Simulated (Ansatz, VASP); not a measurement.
## Two plane-wave programs on WC

```
W C
1.0
     0.00000    2.06405    2.17269
     2.06405    0.00000    2.17269
     2.06405    2.06405    0.00000
W C
1 1
Direct
  0.00000 0.00000 0.00000
  0.50000 0.50000 0.50000
```

Change from the starting cell: strain -0.050 along x and y, +0.000 along z, atoms carried along.

Alike in both runs: task single point; functional PBEsol; k mesh 24 × 24 × 24; occupations gaussian, width 0.15 eV; no spin polarisation.

|  | VASP | Ansatz |
| --- | --- | --- |
| version | VASP 6.6.1 | Ansatz 0.2.0 |
| potentials or method | VASP PAW PBE potentials, release 64 (W_sv, C), cutoff 520 eV | scalar-relativistic, plane waves, PAW |
| valence electrons in the cell | 18 | 18 |

|  | VASP | Ansatz | Ansatz less VASP |
| --- | --- | --- | --- |
| gap on the k mesh at the Fermi level (eV) | none | none | - |
| pressure (GPa) | 54.4 | 52.5 | -1.84 |
| traceless stress, the component that is largest in VASP (GPa) | -31.68 | -31.45 | +0.232 |

VASP's potentials were made for PBE, not for PBEsol. A gap of «none» marks a metal or a gap that the smearing closes. Both programs put the cell under a high pressure, so it lies far from rest at this level. The functional is the same, so the differences come from potentials, cutoffs and numerics.

Spin-orbit coupling is off throughout.
